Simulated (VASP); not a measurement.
# Sc2BP3 (P-4m2) in VASP: notebook

The runs below take Sc2BP3 through single point, relaxation of cell and atoms, with PBE.

Program: VASP 6.6.1. These are calculated values, not measurements. Logs are shortened: lines on timing, memory, paths and dates and some standing lists are left out, and cuts for length are marked.

## 1. The cell of the first run

It takes space group P-4m2 (No. 115, tetragonal). The conventional cell has a = 3.875 Å, b = 3.875 Å, c = 8.572 Å, α = 90.00°, β = 90.00°, γ = 90.00°. Within 3.3 Å of Sc (site symmetry 2mm) lie 4 P at 2.52 to 2.54 Å and 2 B at 3.28 Å. B (site symmetry -4m2) has 8 P at 2.93 Å and 4 Sc at 3.28 Å and 4 B at 3.88 Å within 3.9 Å. Within 2.7 Å of P (site symmetry 2mm) lie 1 P at 2.08 Å and 2 Sc at 2.52 Å. P (site symmetry -4m2) has 4 Sc at 2.54 Å within 3.4 Å.

## 2. Single point, PBE

The input, INCAR:

```
SYSTEM = Sc2BP3
  ALGO = Normal
  EDIFF = 1E-6
  ENCUT = 520
  GGA = PE
  ISIF = 2
  ISMEAR = 0
  LASPH = .True.
  LCHARG = .False.
  LREAL = .False.
  LWAVE = .False.
  NBANDS = 29
  NELM = 80
  PREC = Accurate
  SIGMA = 0.1
```

The input, KPOINTS:

```
k-points
0
Gamma
  6 6 2
  0 0 0
```

The input, POSCAR:

```
Sc2BP3
1.0
    3.8751048258      0.0000000000      0.0000000000
    0.0000000000      3.8751048258      0.0000000000
    0.0000000000      0.0000000000      8.5720417162
Sc B P
2 1 3
Direct
    0.5000000000      0.0000000000      0.1913624273
    0.0000000000      0.5000000000      0.8086375727
    0.5000000000      0.5000000000      0.5000000000
    0.0000000000      0.0000000000      0.3789217653
    0.0000000000      0.0000000000      0.6210782347
    0.5000000000      0.5000000000      0.0000000000
```

Potentials or basis: VASP PAW PBE potentials, release 64 (Sc_sv, B, P).

Command:

```
$ cat potpaw_PBE.64/Sc_sv/POTCAR potpaw_PBE.64/B/POTCAR potpaw_PBE.64/P/POTCAR > POTCAR
$ mpirun -np 1 vasp_std > vasp.out
```

OUTCAR:

```text
SYSTEM = Sc2BP3
   EDIFF = 1E-6
   ENCUT = 520
   GGA = PE
   ISIF = 2
   ISMEAR = 0
   LASPH = .True.
   LREAL = .False.
   NELM = 80
   PREC = Accurate

 ion  position               nearest neighbor table
   1  0.500  0.000  0.191-   4 2.52   4 2.52   6 2.54   6 2.54
   2  0.000  0.500  0.809-   5 2.52   5 2.52   6 2.54   6 2.54
   3  0.500  0.500  0.500-
   4  0.000  0.000  0.379-   5 2.08   1 2.52   1 2.52
   5  0.000  0.000  0.621-   4 2.08   2 2.52   2 2.52
   6  0.500  0.500  0.000-   1 2.54   2 2.54   1 2.54   2 2.54

  LATTYP: Found a simple tetragonal cell.
 ALAT       =     3.8751048258
 C/A-ratio  =     2.2120799569

  Lattice vectors:

 A1 = (   3.8751048258,   0.0000000000,   0.0000000000)
 A2 = (   0.0000000000,   3.8751048258,   0.0000000000)
 A3 = (   0.0000000000,   0.0000000000,   8.5720417162)

Analysis of symmetry for initial positions (statically):
=====================================================================
 Subroutine PRICEL returns:
 Original cell was already a primitive cell.

 Routine SETGRP: Setting up the symmetry group for a
 simple tetragonal supercell.

 Subroutine GETGRP returns: Found  8 space group operations
 (whereof  8 operations were pure point group operations)
 out of a pool of 16 trial point group operations.

The static configuration has the point symmetry D_2d.

Analysis of symmetry for dynamics (positions and initial velocities):
=====================================================================
 Subroutine PRICEL returns:
 Original cell was already a primitive cell.

 Routine SETGRP: Setting up the symmetry group for a
 simple tetragonal supercell.

 Subroutine GETGRP returns: Found  8 space group operations
 (whereof  8 operations were pure point group operations)
 out of a pool of 16 trial point group operations.

The dynamic configuration has the point symmetry D_2d.

 Subroutine INISYM returns: Found  8 space group operations
 (whereof  8 operations are pure point group operations),
 and found     1 'primitive' translations

----------------------------------------------------------------------------------------

                                     Primitive cell

  volume of cell :     128.7215

  direct lattice vectors                    reciprocal lattice vectors
     3.875104826  0.000000000  0.000000000     0.258057535  0.000000000  0.000000000
     0.000000000  3.875104826  0.000000000     0.000000000  0.258057535  0.000000000
     0.000000000  0.000000000  8.572041716     0.000000000  0.000000000  0.116658322

  length of vectors
     3.875104826  3.875104826  8.572041716     0.258057535  0.258057535  0.116658322

  position of ions in fractional coordinates (direct lattice)
     0.500000000  0.000000000  0.191362427
     0.000000000  0.500000000  0.808637573
     0.500000000  0.500000000  0.500000000
     0.000000000  0.000000000  0.378921765
     0.000000000  0.000000000  0.621078235
     0.500000000  0.500000000  0.000000000

  ion indices of the primitive-cell ions
   primitive index   ion index
                 1           1
                 2           2
                 3           3
                 4           4
                 5           5
                 6           6

----------------------------------------------------------------------------------------

 KPOINTS: k-points

Automatic generation of k-mesh.
 Grid dimensions read from file:
 generate k-points for:    6    6    2

 Generating k-lattice:

  Cartesian coordinates                     Fractional coordinates (reciprocal lattice)
     0.043009589  0.000000000  0.000000000     0.166666667  0.000000000  0.000000000
     0.000000000  0.043009589  0.000000000     0.000000000  0.166666667  0.000000000
     0.000000000  0.000000000  0.058329161     0.000000000  0.000000000  0.500000000

  Length of vectors
     0.043009589  0.043009589  0.058329161

  Shift w.r.t. Gamma in fractional coordinates (k-lattice)
     0.000000000  0.000000000  0.000000000

 Subroutine IBZKPT returns following result:
 ===========================================

 Found     20 irreducible k-points:

 Following reciprocal coordinates:
            Coordinates               Weight
  0.000000  0.000000  0.000000      1.000000
  0.166667  0.000000  0.000000      4.000000
  0.333333  0.000000  0.000000      4.000000
  0.500000  0.000000  0.000000      2.000000
  0.166667  0.166667  0.000000      4.000000
  0.333333  0.166667  0.000000      8.000000
[... 12 lines left out ...]
  0.500000  0.333333  0.500000      4.000000
  0.500000  0.500000  0.500000      1.000000
   k-points           NKPTS =     20   k-points in BZ     NKDIM =     20   number of bands    NBANDS=     29
   number of dos      NEDOS =    301   number of ions     NIONS =      6
   total plane-waves  NPLWV =  57600
   dimension x,y,z NGX =    30 NGY =   30 NGZ =   64
   dimension x,y,z NGXF=    60 NGYF=   60 NGZF=  128
   ions per type =               2   1   3
   NGX,Y,Z   is equivalent  to a cutoff of  12.87, 12.87, 12.41 a.u.
   NGXF,Y,Z  is equivalent  to a cutoff of  25.74, 25.74, 24.82 a.u.
 SYSTEM =  Sc2BP3
   PREC   = accura    normal or accurate (medium, high low for compatibility)
   ISTART =      0    job   : 0-new  1-cont  2-samecut
   ICHARG =      2    charge: 1-file 2-atom 10-const
   ISPIN  =      1    spin polarized calculation?
   LNONCOLLINEAR =      F non collinear calculations
   LSORBIT =      F    spin-orbit coupling
   LASPH  =      T    aspherical Exc in radial PAW
   ENCUT  =  520.0 eV  38.22 Ry    6.18 a.u.   7.21  7.21 15.94*2*pi/ulx,y,z
   NELM   =     80;   NELMIN=  2; NELMDL= -5     # of ELM steps
   EDIFF  = 0.1E-05   stopping-criterion for ELM
   LREAL  =      F    real-space projection
   EDIFFG = 0.1E-04   stopping-criterion for IOM
   NSW    =      0    number of steps for IOM
   IBRION =     -1    ionic relax: 0-MD 1-quasi-New 2-CG
   NFREE  =      0    steps in history (QN), initial steepest desc. (CG)
   ISIF   =      2    stress and relaxation
   ISYM   =      2    0-nonsym 1-usesym 2-fastsym
   POTIM  = 0.5000    time-step for ionic-motion
   TEBEG  =    0.0;   TEEND  =   0.0 temperature during run
   PSTRESS=    0.0 pullay stress
   NELECT =      40.0000    total number of electrons
   NUPDOWN=      -1.0000    fix difference up-down
   EMIN   =  10.00;   EMAX   =-10.00  energy-range for DOS
   EFERMI =   0.00;   METHOD = LEGACY
   ISMEAR =     0;   SIGMA  =   0.10  broadening in eV -4-tet -1-fermi 0-gaus
   EFERMI_NEDOS =   21; number of points for ismear=-14 and -15
   IALGO  =     38    algorithm
   IMIX   =      4    mixing-type and parameters
     AMIX     =   0.40;   BMIX     =  1.00
     AMIX_MAG =   1.60;   BMIX_MAG =  1.00
  volume/ion in A,a.u.               =      21.45       144.78
  Fermi-wavevector in a.u.,A,eV,Ry     =   1.108863  2.095447 16.729403  1.229576
  Thomas-Fermi vector in A             =   2.245395
   LORBIT       =      0    0 simple, 1 ext, 2 COOP (PROOUT), +10 PAW based schemes
   GGA     = PE    functional components
   LHFCALC =     F    Hartree Fock is set to
   AEXX    =    0.0000 exact exchange contribution
   IVDW    =     0    specifies the selected vdW correction
   LEPSILON=     F    determine dielectric tensor
   LRPA    =     F    only Hartree local field effects (RPA)
 non-spin polarized calculation
 Gauss-broadening in eV      SIGMA  =   0.10
  energy-cutoff  :      520.00
  volume of cell :      128.72
 maximum number of plane-waves:      3520
 NGX is ok and might be reduce to    30
   NGX = 15   NGY = 15   NGZ = 31

 number of electron      39.9999991 magnetization

 Free energy of the ion-electron system (eV)
  ---------------------------------------------------
  ext. energy  EPLUGINS =         0.00000000
  ---------------------------------------------------
  free energy    TOTEN  =       -34.45369715 eV

  energy without entropy =      -34.43961189  energy(sigma->0) =      -34.44665452

 E-fermi :   3.8164     XC(G=0):  -9.3852

 val. band max:        3.7857051349   @ k =   0.1667   0.0000   0.5000
 cond. band min:       3.8422093573   @ k =   0.5000   0.0000   0.5000
 fundamental gap:      0.0565042224
 Fermi energy:         3.8164007537

 k-point     1 :       0.0000    0.0000    0.0000
  band No.  band energies     occupation
      1     -45.7083      2.00000
      2     -45.7071      2.00000
      3     -24.4429      2.00000
      4     -24.4429      2.00000
      5     -24.3265      2.00000
      6     -24.3091      2.00000
[... 21 lines left out ...]
     28       6.9966      0.00000
     29       6.9966      0.00000

 k-point     2 :       0.1667    0.0000    0.0000
  band No.  band energies     occupation
      1     -45.7077      2.00000
      2     -45.7066      2.00000
      3     -24.4551      2.00000
      4     -24.4421      2.00000
      5     -24.3271      2.00000
      6     -24.3167      2.00000
[... 21 lines left out ...]
     28       6.9968      0.00000
     29       7.0017      0.00000

 k-point     3 :       0.3333    0.0000    0.0000
  band No.  band energies     occupation
      1     -45.7063      2.00000
      2     -45.7056      2.00000
      3     -24.4793      2.00000
      4     -24.4406      2.00000
      5     -24.3453      2.00000
      6     -24.3139      2.00000
[... 21 lines left out ...]
     28       6.5603      0.00000
     29       7.2885      0.00000

 k-point     4 :       0.5000    0.0000    0.0000
  band No.  band energies     occupation
      1     -45.7054      2.00000
      2     -45.7053      2.00000
      3     -24.4913      2.00000
      4     -24.4398      2.00000
      5     -24.3561      2.00000
      6     -24.3084      2.00000
[... 469 lines left out ...]
     28       6.9939      0.00000
     29       7.0033      0.00000

 k-point    19 :       0.5000    0.3333    0.5000
  band No.  band energies     occupation
      1     -45.7036      2.00000
      2     -45.7036      2.00000
      3     -24.4887      2.00000
      4     -24.4753      2.00000
      5     -24.3545      2.00000
      6     -24.3368      2.00000
[... 21 lines left out ...]
     28       6.5719      0.00000
     29       7.1344      0.00000

 k-point    20 :       0.5000    0.5000    0.5000
  band No.  band energies     occupation
      1     -45.7031      2.00000
      2     -45.7031      2.00000
      3     -24.4897      2.00000
      4     -24.4850      2.00000
      5     -24.3574      2.00000
      6     -24.3435      2.00000
[... 21 lines left out ...]
     28       6.5124      0.00000
     29       6.8763      0.00000

------------------------ aborting loop because EDIFF is reached ----------------------------------------

  FORCE on cell =-STRESS in cart. coord.  units (eV):
  Direction    XX          YY          ZZ          XY          YZ          ZX
  --------------------------------------------------------------------------------------
  -------------------------------------------------------------------------------------
  Total        0.0545123      0.0545123     -0.1142720      0.0000000      0.0000000      0.0000000
  in kB        0.6785058      0.6785058     -1.4223262      0.0000000      0.0000000      0.0000000
  external PRESSURE =      -0.0217715 kB  Pullay stress =       0.0000000 kB

 VOLUME and BASIS-vectors are now :
 -----------------------------------------------------------------------------
  energy-cutoff  :      520.00
  volume of cell :      128.72
      direct lattice vectors                 reciprocal lattice vectors
     3.875104826  0.000000000  0.000000000     0.258057535  0.000000000  0.000000000
     0.000000000  3.875104826  0.000000000     0.000000000  0.258057535  0.000000000
     0.000000000  0.000000000  8.572041716     0.000000000  0.000000000  0.116658322

 POSITION                                       TOTAL-FORCE (eV/Angst)
 -----------------------------------------------------------------------------------
      1.93755      0.00000      1.64037         0.000000      0.000000      0.013961
      0.00000      1.93755      6.93168         0.000000      0.000000     -0.013961
      1.93755      1.93755      4.28602         0.000000     -0.000000      0.000000
      0.00000      0.00000      3.24813        -0.000000      0.000000      0.084114
      0.00000      0.00000      5.32391         0.000000      0.000000     -0.084114
      1.93755      1.93755      0.00000         0.000000      0.000000      0.000000
 -----------------------------------------------------------------------------------
    total drift:                                0.000000      0.000000      0.000000

  FREE ENERGIE OF THE ION-ELECTRON SYSTEM (eV)
  ---------------------------------------------------
  free  energy   TOTEN  =       -34.4536971516 eV

  energy  without entropy=      -34.4396118861  energy(sigma->0) =      -34.44665452
```

It took 1.7 min on 1 thread of Oxide Virtual Turin-like, shared host; peak memory 0.22 GiB.

Results:

| Quantity | Value |
| --- | --- |
| Free energy | -34.4537 eV |
| Pressure | 0.0 GPa |
| Largest force | 0.084 eV/Å |
| Band gap on the k mesh | zero (band 20 reaches 3.91 eV, above the bottom of band 21 at 3.34 eV) |

Forces on the atoms (eV/Å):
```
Sc   0.000  0.000  0.014
Sc   0.000  0.000 -0.014
B    0.000  0.000  0.000
P    0.000  0.000  0.084
P    0.000  0.000 -0.084
P    0.000  0.000  0.000
```

Stress tensor (GPa, compression positive):
```
 0.07  0.00  0.00
 0.00  0.07  0.00
 0.00  0.00 -0.14
```

Caveat: the k points lie up to 0.37 Å⁻¹ apart.

## 3. Relaxation of cell and atoms, PBE

This run uses another cell than the first one, of 18.87 Å³/atom, 0.880 times its volume.

The input, INCAR:

```
  PREC = Accurate
  ENCUT = 600
  EDIFF = 1E-6
  ISMEAR = 0
  SIGMA = 0.1
  LREAL = False
  LASPH = True
  NELM = 60
  ALGO = Normal
  ISIF = 3
  LWAVE = False
  LCHARG = False
  GGA = PE
  IBRION = 2
  NSW = 90
  EDIFFG = -0.04
```

The input, KPOINTS:

```
Automatic mesh
0
Gamma
  6 6 2
```

The input, POSCAR:

```
Sc2BP3
1.0
    3.6371668300      0.0000000000      0.0000000000
    0.0000000000      3.6371668300      0.0000000000
    0.0000000000      0.0000000000      8.5605944000
Sc B P
2 1 3
Direct
    0.5000000000      0.0000000000      0.1433060500
    0.0000000000      0.5000000000      0.8566939500
    0.5000000000      0.5000000000      0.5000000000
    0.0000000000      0.0000000000      0.2933384500
    0.0000000000      0.0000000000      0.7066615500
    0.5000000000      0.5000000000      0.0000000000
```

Potentials or basis: VASP PAW PBE potentials, release 64 (Sc_sv, B, P).

Command:

```
$ cat potpaw_PBE.64/Sc_sv/POTCAR potpaw_PBE.64/B/POTCAR potpaw_PBE.64/P/POTCAR > POTCAR
$ mpirun -np 1 vasp_std > vasp.out
```

Wall time 40 min (1 thread of Oxide Virtual Turin-like, shared host); peak memory 0.26 GiB.

Results (log left out):

```
Free energy                            : -34.4520 eV
Relaxed volume                         : 21.46 Å³/atom
Relaxed cell                           : a = 3.879 Å, b = 3.879 Å, c = 8.557 Å, α = 90.00°, β = 90.00°, γ = 90.00°
Space group after relaxing (to 0.05 Å) : P-4m2 (No. 115)
Energy gained by relaxing              : 1178.8 meV/atom
Ionic steps                            : 27
Pressure after relaxing                : 0.1 GPa
Largest force after relaxing           : 0.037 eV/Å
Band gap on the k mesh                 : zero (band 20 reaches 3.91 eV, above the bottom of band 21 at 3.34 eV)
```

Forces on the atoms (eV/Å):
```
Sc   0.000  0.000  0.037
Sc   0.000  0.000 -0.037
B    0.000  0.000  0.000
P    0.000  0.000  0.027
P    0.000  0.000 -0.027
P    0.000  0.000  0.000
```

The path:
| step | energy change (eV) | largest force (eV/Å) | pressure (GPa) | volume (Å³) |
| --- | --- | --- | --- | --- |
| 1 | 0.0000 | 5.3569 | 30.30 | 113.25 |
| 2 | -3.3666 | 1.1308 | -7.13 | 182.40 |
| 3 | -4.0667 | 1.3475 | -1.32 | 156.17 |
| 4 | -4.0669 | 1.3534 | -1.00 | 155.22 |
| 5 | -4.2918 | 1.0688 | -1.22 | 153.13 |
| 6 | -4.7918 | 2.1216 | -1.49 | 146.98 |
| 7 | -5.2682 | 4.3718 | 0.70 | 135.14 |
| 8 | -5.3241 | 4.3900 | 0.76 | 134.77 |
| 9 | -5.4817 | 4.3492 | 1.03 | 133.63 |
| 10 | -5.6889 | 3.6233 | 2.13 | 131.38 |
| 11 | -5.6941 | 3.5554 | 3.03 | 130.35 |
| 12 | -5.7015 | 3.4798 | 2.57 | 130.83 |
| 13 | -5.8328 | 3.3408 | 2.08 | 131.25 |
| 14 | -6.1718 | 2.9246 | 0.79 | 132.53 |
| 15 | -6.5919 | 2.0518 | -0.99 | 135.11 |
| 16 | -6.2165 | 6.6831 | -1.24 | 140.36 |
| 17 | -6.6611 | 1.5607 | -1.50 | 136.48 |
| 18 | -6.7674 | 1.3436 | -1.76 | 136.07 |
| 19 | -6.9783 | 0.6512 | -2.33 | 134.81 |
| 20 | -6.9057 | 0.9432 | -2.28 | 132.27 |
| 21 | -7.0280 | 0.2927 | -2.51 | 133.82 |
| 22 | -7.0651 | 0.1156 | -1.05 | 130.84 |
| 23 | -7.0692 | 0.1916 | -0.35 | 129.56 |
| 24 | -7.0692 | 0.1964 | -0.31 | 129.48 |
| 25 | -7.0715 | 0.1236 | -0.15 | 129.14 |
| 26 | -7.0721 | 0.1018 | -0.03 | 128.87 |
| 27 | -7.0726 | 0.0371 | 0.07 | 128.74 |

Final structure:
```
Sc B P
1.0
     3.87877    0.00000    0.00000
     0.00000    3.87877    0.00000
     0.00000    0.00000    8.55731
Sc B P
2 1 3
Direct
  0.50000 0.00000 0.19113
  0.00000 0.50000 0.80887
  0.50000 0.50000 0.50000
  0.00000 0.00000 0.37889
  0.00000 0.00000 0.62111
  0.50000 0.50000 0.00000
```

Levels at points of the mesh, in eV from the Fermi level:
```tsv
k point	band 17	band 18	band 19	band 20	band 21	band 22	band 23	band 24
(0.00, 0.00, 0.00)	-1.14	-1.14	-0.68	-0.23	-0.23	0.70	1.89	1.95
(0.50, 0.00, 0.00)	-1.86	-1.04	-0.17	-0.09	0.24	0.77	1.42	1.95
(0.50, 0.50, 0.00)	-2.45	-1.56	-1.40	-1.40	-0.48	0.38	1.68	1.68
(0.00, 0.00, 0.50)	-1.32	-1.32	-0.83	0.09	0.09	0.60	1.48	1.93
(0.50, 0.00, 0.50)	-2.09	-1.07	-0.23	0.03	0.19	1.07	1.44	1.76
(0.50, 0.50, 0.50)	-2.87	-1.55	-0.75	-0.75	-0.47	0.37	1.64	1.64
```

Caveat: the k points lie up to 0.37 Å⁻¹ apart in the final cell.
